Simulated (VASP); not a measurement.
# NaB3 (R-3m) in VASP: single point with PBE

Aim: the single point of NaB3 with PBE.

All numbers are computed with VASP 6.6.1; they aren't measurements. Logs are shortened: lines on timing, memory, paths and dates and some standing lists are left out, and cuts for length are marked.

### 1 The cell of the first run

The structure is trigonal, space group R-3m (No. 166). The conventional cell has a = 5.911 Å, b = 5.911 Å, c = 9.497 Å, α = 90.00°, β = 90.00°, γ = 120.00°. Within 3.3 Å of Na (site symmetry 3m) lie 12 B at 2.52 to 3.12 Å and 1 Na at 3.17 Å. Within 2.3 Å of B (site symmetry m) lie 4 B at 1.72 to 1.73 Å.

### 2 Single point, PBE

File INCAR:

```
SYSTEM = NaB3
PREC = Accurate
ENCUT = 520
EDIFF = 1E-6
ISMEAR = 0
SIGMA = 0.1
LREAL = .False.
LASPH = .True.
NELM = 60
ALGO = Normal
ISIF = 2
LWAVE = .False.
LCHARG = .False.
GGA = PE
NBANDS = 26
```

File KPOINTS:

```
regular mesh
0
Gamma
  6 6 6
  0 0 0
```

File POSCAR:

```
NaB3
1.0
    2.9554267251      1.7063164153      3.1655410281
   -2.9554267251      1.7063164153      3.1655410281
    0.0000000000     -3.4126328306      3.1655410280
Na B
2 6
Direct
    0.3331274408      0.3331274408      0.3331274408
    0.6668725592      0.6668725592      0.6668725592
    0.8287706021      0.1195210651      0.8287706021
    0.8287706021      0.8287706021      0.1195210651
    0.1195210651      0.8287706021      0.8287706021
    0.1712293979      0.8804789349      0.1712293979
    0.8804789349      0.1712293979      0.1712293979
    0.1712293979      0.1712293979      0.8804789349
```

Potentials or basis: VASP PAW PBE potentials, release 64 (Na_pv, B).

Launch:

```console
$ cat potpaw_PBE.64/Na_pv/POTCAR potpaw_PBE.64/B/POTCAR > POTCAR
$ mpirun -np 1 vasp_std > vasp.out
```

OUTCAR:

```text
SYSTEM = NaB3
   PREC = Accurate
   ENCUT = 520
   EDIFF = 1E-6
   ISMEAR = 0
   LREAL = .False.
   LASPH = .True.
   NELM = 60
   ISIF = 2
   GGA = PE

 ion  position               nearest neighbor table
   1  0.333  0.333  0.333-
   2  0.667  0.667  0.667-
   3  0.829  0.120  0.829-   4 1.72   5 1.72   7 1.73   8 1.73
   4  0.829  0.829  0.120-   3 1.72   5 1.72   6 1.73   7 1.73
   5  0.120  0.829  0.829-   4 1.72   3 1.72   6 1.73   8 1.73
   6  0.171  0.880  0.171-   8 1.72   7 1.72   5 1.73   4 1.73
   7  0.880  0.171  0.171-   8 1.72   6 1.72   3 1.73   4 1.73
   8  0.171  0.171  0.880-   6 1.72   7 1.72   3 1.73   5 1.73

  LATTYP: Found a trigonal (rhomboedric) cell.
 ALAT       =     4.6547516408
 COS(alpha) =     0.1937358294

  Lattice vectors:

 A1 = (   2.9554267251,   1.7063164153,   3.1655410281)
 A2 = (  -2.9554267251,   1.7063164153,   3.1655410281)
 A3 = (   0.0000000000,  -3.4126328306,   3.1655410280)

Analysis of symmetry for initial positions (statically):
=====================================================================
 Subroutine PRICEL returns:
 Original cell was already a primitive cell.

 Routine SETGRP: Setting up the symmetry group for a
 trigonal (rhombohedral) supercell.

 Subroutine GETGRP returns: Found 12 space group operations
 (whereof 12 operations were pure point group operations)
 out of a pool of 12 trial point group operations.

The static configuration has the point symmetry D_3d.

Analysis of symmetry for dynamics (positions and initial velocities):
=====================================================================
 Subroutine PRICEL returns:
 Original cell was already a primitive cell.

 Routine SETGRP: Setting up the symmetry group for a
 trigonal (rhombohedral) supercell.

 Subroutine GETGRP returns: Found 12 space group operations
 (whereof 12 operations were pure point group operations)
 out of a pool of 12 trial point group operations.

The dynamic configuration has the point symmetry D_3d.

 Subroutine INISYM returns: Found 12 space group operations
 (whereof 12 operations are pure point group operations),
 and found     1 'primitive' translations

----------------------------------------------------------------------------------------

                                     Primitive cell

  volume of cell :      95.7809

  direct lattice vectors                    reciprocal lattice vectors
     2.955426725  1.706316415  3.165541028     0.169180307  0.097676296  0.105300589
    -2.955426725  1.706316415  3.165541028    -0.169180307  0.097676296  0.105300589
     0.000000000 -3.412632831  3.165541028     0.000000000 -0.195352591  0.105300589

  length of vectors
     4.654751641  4.654751641  4.654751641     0.221925323  0.221925323  0.221925323

  position of ions in fractional coordinates (direct lattice)
     0.333127441  0.333127441  0.333127441
     0.666872559  0.666872559  0.666872559
     0.828770602  0.119521065  0.828770602
     0.828770602  0.828770602  0.119521065
     0.119521065  0.828770602  0.828770602
     0.171229398  0.880478935  0.171229398
     0.880478935  0.171229398  0.171229398
     0.171229398  0.171229398  0.880478935

  ion indices of the primitive-cell ions
   primitive index   ion index
                 1           1
                 2           2
                 3           3
                 4           4
                 5           5
                 6           6
                 7           7
                 8           8

----------------------------------------------------------------------------------------

 KPOINTS: regular mesh

Automatic generation of k-mesh.
 Grid dimensions read from file:
 generate k-points for:    6    6    6

 Generating k-lattice:

  Cartesian coordinates                     Fractional coordinates (reciprocal lattice)
     0.028196718  0.016279383  0.017550098     0.166666667  0.000000000 -0.000000000
    -0.028196718  0.016279383  0.017550098     0.000000000  0.166666667 -0.000000000
     0.000000000 -0.032558765  0.017550098     0.000000000  0.000000000  0.166666667

  Length of vectors
     0.036987554  0.036987554  0.036987554

  Shift w.r.t. Gamma in fractional coordinates (k-lattice)
     0.000000000  0.000000000  0.000000000

 Subroutine IBZKPT returns following result:
 ===========================================

 Found     32 irreducible k-points:

 Following reciprocal coordinates:
            Coordinates               Weight
  0.000000  0.000000  0.000000      1.000000
  0.166667  0.000000  0.000000      6.000000
  0.333333  0.000000  0.000000      6.000000
  0.500000 -0.000000  0.000000      3.000000
  0.166667  0.166667  0.000000      6.000000
  0.333333  0.166667  0.000000     12.000000
[... 16 lines left out ...]
  0.500000  0.500000  0.166667      6.000000
 -0.333333  0.500000  0.166667     12.000000
 [... further k-points ...]
   k-points           NKPTS =     32   k-points in BZ     NKDIM =     32   number of bands    NBANDS=     26
   number of dos      NEDOS =    301   number of ions     NIONS =      8
   total plane-waves  NPLWV =  46656
   dimension x,y,z NGX =    36 NGY =   36 NGZ =   36
   dimension x,y,z NGXF=    72 NGYF=   72 NGZF=   72
   ions per type =               2   6
   NGX,Y,Z   is equivalent  to a cutoff of  12.86, 12.86, 12.86 a.u.
   NGXF,Y,Z  is equivalent  to a cutoff of  25.72, 25.72, 25.72 a.u.
 SYSTEM =  NaB3
   PREC   = accura    normal or accurate (medium, high low for compatibility)
   ISTART =      0    job   : 0-new  1-cont  2-samecut
   ICHARG =      2    charge: 1-file 2-atom 10-const
   ISPIN  =      1    spin polarized calculation?
   LNONCOLLINEAR =      F non collinear calculations
   LSORBIT =      F    spin-orbit coupling
   LASPH  =      T    aspherical Exc in radial PAW
   ENCUT  =  520.0 eV  38.22 Ry    6.18 a.u.   8.65  8.65  8.65*2*pi/ulx,y,z
   NELM   =     60;   NELMIN=  2; NELMDL= -5     # of ELM steps
   EDIFF  = 0.1E-05   stopping-criterion for ELM
   LREAL  =      F    real-space projection
   EDIFFG = 0.1E-04   stopping-criterion for IOM
   NSW    =      0    number of steps for IOM
   IBRION =     -1    ionic relax: 0-MD 1-quasi-New 2-CG
   NFREE  =      0    steps in history (QN), initial steepest desc. (CG)
   ISIF   =      2    stress and relaxation
   ISYM   =      2    0-nonsym 1-usesym 2-fastsym
   POTIM  = 0.5000    time-step for ionic-motion
   TEBEG  =    0.0;   TEEND  =   0.0 temperature during run
   PSTRESS=    0.0 pullay stress
   NELECT =      32.0000    total number of electrons
   NUPDOWN=      -1.0000    fix difference up-down
   EMIN   =  10.00;   EMAX   =-10.00  energy-range for DOS
   EFERMI =   0.00;   METHOD = LEGACY
   ISMEAR =     0;   SIGMA  =   0.10  broadening in eV -4-tet -1-fermi 0-gaus
   EFERMI_NEDOS =   21; number of points for ismear=-14 and -15
   IALGO  =     38    algorithm
   IMIX   =      4    mixing-type and parameters
     AMIX     =   0.40;   BMIX     =  1.00
     AMIX_MAG =   1.60;   BMIX_MAG =  1.00
  volume/ion in A,a.u.               =      11.97        80.80
  Fermi-wavevector in a.u.,A,eV,Ry     =   1.135966  2.146664 17.557200  1.290418
  Thomas-Fermi vector in A             =   2.272671
   LORBIT       =      0    0 simple, 1 ext, 2 COOP (PROOUT), +10 PAW based schemes
   GGA     = PE    functional components
   LHFCALC =     F    Hartree Fock is set to
   AEXX    =    0.0000 exact exchange contribution
   IVDW    =     0    specifies the selected vdW correction
   LEPSILON=     F    determine dielectric tensor
   LRPA    =     F    only Hartree local field effects (RPA)
 non-spin polarized calculation
 Gauss-broadening in eV      SIGMA  =   0.10
  energy-cutoff  :      520.00
  volume of cell :       95.78
 maximum number of plane-waves:      2592
 NGX is ok and might be reduce to    36
   NGX = 17   NGY = 17   NGZ = 17

 number of electron      31.9999976 magnetization

 Free energy of the ion-electron system (eV)
  ---------------------------------------------------
  ext. energy  EPLUGINS =         0.00000000
  ---------------------------------------------------
  free energy    TOTEN  =       -35.73158746 eV

  energy without entropy =      -35.72598193  energy(sigma->0) =      -35.72878469

 E-fermi :   2.4527     XC(G=0):  -9.6061

 val. band max:        2.4362601534   @ k =  -0.1667   0.5000   0.1667
 cond. band min:       2.5009298617   @ k =   0.5000   0.5000   0.1667
 fundamental gap:      0.0646697083
 Fermi energy:         2.4527306801

 k-point     1 :       0.0000    0.0000    0.0000
  band No.  band energies     occupation
      1     -20.6634      2.00000
      2     -20.6634      2.00000
      3     -20.6498      2.00000
      4     -20.6356      2.00000
      5     -20.6356      2.00000
      6     -20.6093      2.00000
[... 18 lines left out ...]
     25      10.1567      0.00000
     26      10.1567      0.00000

 k-point     2 :       0.1667    0.0000    0.0000
  band No.  band energies     occupation
      1     -20.6642      2.00000
      2     -20.6637      2.00000
      3     -20.6505      2.00000
      4     -20.6365      2.00000
      5     -20.6348      2.00000
      6     -20.6093      2.00000
[... 18 lines left out ...]
     25      10.3866      0.00000
     26      11.1695      0.00000

 k-point     3 :       0.3333    0.0000    0.0000
  band No.  band energies     occupation
      1     -20.6656      2.00000
      2     -20.6644      2.00000
      3     -20.6518      2.00000
      4     -20.6381      2.00000
      5     -20.6331      2.00000
      6     -20.6092      2.00000
[... 572 lines left out ...]
 k-point    23 :       0.5000    0.5000    0.1667
  band No.  band energies     occupation
      1     -20.6753      2.00000
      2     -20.6630      2.00000
      3     -20.6581      2.00000
      4     -20.6392      2.00000
      5     -20.6283      2.00000
      6     -20.6062      2.00000
[... 18 lines left out ...]
     25      10.7214      0.00000
     26      11.5593      0.00000

 k-point    24 :      -0.3333    0.5000    0.1667
  band No.  band energies     occupation
      1     -20.6756      2.00000
      2     -20.6601      2.00000
      3     -20.6569      2.00000
      4     -20.6424      2.00000
      5     -20.6275      2.00000
      6     -20.6066      2.00000
[... 18 lines left out ...]
     25      10.2466      0.00000
     26      11.7390      0.00000

 [... further k-points ...]

------------------------ aborting loop because EDIFF is reached ----------------------------------------

  FORCE on cell =-STRESS in cart. coord.  units (eV):
  Direction    XX          YY          ZZ          XY          YZ          ZX
  --------------------------------------------------------------------------------------
  -------------------------------------------------------------------------------------
  Total        0.1089336      0.1089336      0.2492790      0.0000000      0.0000000      0.0000000
  in kB        1.8221896      1.8221896      4.1698199      0.0000000      0.0000000      0.0000000
  external PRESSURE =       2.6047331 kB  Pullay stress =       0.0000000 kB

 VOLUME and BASIS-vectors are now :
 -----------------------------------------------------------------------------
  energy-cutoff  :      520.00
  volume of cell :       95.78
      direct lattice vectors                 reciprocal lattice vectors
     2.955426725  1.706316415  3.165541028     0.169180307  0.097676296  0.105300589
    -2.955426725  1.706316415  3.165541028    -0.169180307  0.097676296  0.105300589
     0.000000000 -3.412632831  3.165541028     0.000000000 -0.195352591  0.105300589

 POSITION                                       TOTAL-FORCE (eV/Angst)
 -----------------------------------------------------------------------------------
      0.00000      0.00000      3.16359         0.000000     -0.000000     -0.007210
      0.00000      0.00000      6.33304         0.000000     -0.000000      0.007210
      2.09614     -1.21020      5.62536        -0.025264      0.014586     -0.031454
      0.00000      2.42041      5.62536         0.000000     -0.029173     -0.031454
     -2.09614     -1.21020      5.62536         0.025264      0.014586     -0.031454
     -2.09614      1.21020      3.87126         0.025264     -0.014586      0.031454
      2.09614      1.21020      3.87126        -0.025264     -0.014586      0.031454
      0.00000     -2.42041      3.87126         0.000000      0.029173      0.031454
 -----------------------------------------------------------------------------------
    total drift:                               -0.000000      0.000000     -0.000000

  FREE ENERGIE OF THE ION-ELECTRON SYSTEM (eV)
  ---------------------------------------------------
  free  energy   TOTEN  =       -35.7315874565 eV

  energy  without entropy=      -35.7259819269  energy(sigma->0) =      -35.72878469
```

Wall time 1.8 min (1 thread of AMD EPYC 7R13 (Zen 3), shared host); peak memory 0.19 GiB.

Results:

```yaml
Free_energy: -35.7316 eV
Pressure: 0.3 GPa
Largest_force: 0.043 eV/Å
Band_gap_on_the_k_mesh: zero (band 16 reaches 2.51 eV, above the bottom of band 17 at 2.06 eV)
```

Forces on the atoms (eV/Å):
```
Na   0.000  0.000 -0.007
Na   0.000  0.000  0.007
B   -0.025  0.015 -0.031
B    0.000 -0.029 -0.031
B    0.025  0.015 -0.031
B    0.025 -0.015  0.031
B   -0.025 -0.015  0.031
B    0.000  0.029  0.031
```

Stress tensor (GPa, compression positive):
```
0.18 0.00 0.00
0.00 0.18 0.00
0.00 0.00 0.42
```
